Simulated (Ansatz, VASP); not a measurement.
# MgO in VASP and in Ansatz

Contents of INCAR:

```
PREC     = Accurate       # precision mode
ENCUT    = 600            # plane-wave cutoff, eV
EDIFF    = 1E-7           # SCF threshold, eV
ISMEAR   = 0              # smearing method
SIGMA    = 0.02           # smearing width, eV
LREAL    = F              # projectors in reciprocal space
LASPH    = T              # aspherical terms in the spheres
NELM     = 100            # most SCF steps
ALGO     = Normal         # electronic algorithm
ISIF     = 3              # what is computed and relaxed
LWAVE    = F              # write WAVECAR
LCHARG   = F              # write CHGCAR
GGA      = PE             # functional
IBRION   = 2              # ionic algorithm
NSW      = 65             # ionic steps
EDIFFG   = -0.01          # ionic threshold
```

The input KPOINTS:

```
regular mesh
0
Gamma
  12 12 2
```

Contents of POSCAR:

```
MgO
1.0
    3.3137906492      0.0000000000      0.0000000000
   -1.6568953246      2.8698268851      0.0000000000
    0.0000000000      0.0000000000     15.3712649762
Mg O
6 6
Direct
    0.0000000000      0.0000000000      0.0000000000
    0.3333333333      0.6666666667      0.1666666667
    0.0000000000      0.0000000000      0.3333333333
    0.6666666667      0.3333333333      0.5000000000
    0.0000000000      0.0000000000      0.6666666667
    0.3333333333      0.6666666667      0.8333333333
    0.0000000000      0.0000000000      0.1250000000
    0.3333333333      0.6666666667      0.2916666667
    0.0000000000      0.0000000000      0.4583333333
    0.6666666667      0.3333333333      0.6250000000
    0.0000000000      0.0000000000      0.7916666667
    0.3333333333      0.6666666667      0.9583333333
```

Input for Ansatz:

```yaml
crystal:
  lattice:
    - [3.3137906492, 0.0, 0.0]
    - [-1.6568953246, 2.8698268851, 0.0]
    - [0.0, 0.0, 15.3712649762]
  atoms:
    - { symbol: Mg, position: [0.0, 0.0, 0.0] }
    - { symbol: O, position: [0.0, 0.0, 0.125] }
    - { symbol: Mg, position: [0.3333333333, 0.6666666667, 0.1666666667] }
    - { symbol: O, position: [0.3333333333, 0.6666666667, 0.2916666667] }
    - { symbol: Mg, position: [0.0, 0.0, 0.3333333333] }
    - { symbol: O, position: [0.0, 0.0, 0.4583333333] }
    - { symbol: Mg, position: [0.6666666667, 0.3333333333, 0.5] }
    - { symbol: O, position: [0.6666666667, 0.3333333333, 0.625] }
    - { symbol: Mg, position: [0.0, 0.0, 0.6666666667] }
    - { symbol: O, position: [0.0, 0.0, 0.7916666667] }
    - { symbol: Mg, position: [0.3333333333, 0.6666666667, 0.8333333333] }
    - { symbol: O, position: [0.3333333333, 0.6666666667, 0.9583333333] }
basis:
  ecutwfc: 420
kpoints:
  mp_grid: { grid: [12, 12, 2] }
hamiltonian:
  xc: pbe
scf:
  occupations: { method: gaussian, width: 0.02 }
output:
  forces: true
  stress: true
  eigenvalues: true
  populations: true
relax:
  adjacent_minimum: "off"
  f_tol: 0.01
  max_steps: 45
  cell: { stress_tol: 0.05 }
```

Alike in both runs: task relaxation of cell and atoms; functional PBE; k mesh 12 × 12 × 2; occupations gaussian, width 0.02 eV; no spin polarisation.

|  | VASP | Ansatz |
| --- | --- | --- |
| version | VASP 6.6.1 | Ansatz 0.2.0 |
| potentials or method | VASP PAW PBE potentials, release 64 (Mg, O), cutoff 600 eV | scalar-relativistic, plane waves, PAW |
| valence electrons in the cell | 48 | 96 |

```csv
,VASP,Ansatz,Ansatz less VASP
"gap on the k mesh at the Fermi level, each at its own relaxed structure (eV)",3.46,3.45,-0.012
relaxed volume (Å³/atom),12.17,12.23,+0.058
```

VASP's potentials hold 48 valence electrons a cell and Ansatz's 96, so a difference there can come from the potentials and not from the codes.
